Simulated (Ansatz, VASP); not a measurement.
## Pd in VASP and in Ansatz

```xyz
7
Lattice="2.7506 0.0000 0.0000 1.3753 2.3821 0.0000 0.0000 0.0000 29.4754" Properties=species:S:1:pos:R:3 pbc="T T T"
Pd    0.0000    0.0000    8.0563
Pd    1.3753    0.7940   10.2959
Pd    2.7506    1.5881   12.5167
Pd    0.0000    0.0000   14.7377
Pd    1.3753    0.7940   16.9586
Pd    2.7506    1.5881   19.1795
Pd    0.0000    0.0000   21.4191
```

Alike in both runs: functional PBEsol; k mesh 14 × 14 × 1; no spin polarisation.

Ansatz relaxed the structure, and its values are those at the end. VASP's run is a single point on that final structure, the one shown.

```csv
,VASP,Ansatz
version,VASP 6.6.1,Ansatz 0.2.0
potentials or method,"VASP PAW PBE potentials, release 64 (Pd)","plane-wave PAW, scalar-relativistic"
plane-wave cutoff (eV),520,420
occupations,"methfessel-paxton of order 1, width 0.1 eV","cold, width 0.1 eV"
valence electrons in the cell,70,126
```

VASP gave:

| Quantity | Value |
| --- | --- |
| rms of the force components (eV/Å) | 0.004 |

Q: Which values does Ansatz return?

A: rms of the force components (eV/Å): 0.000.

VASP's potentials were made for PBE, not for PBEsol, and Ansatz warns of the same on its side. VASP's potentials hold 70 valence electrons a cell and Ansatz's 126, so a difference there can come from the potentials and not from the codes.
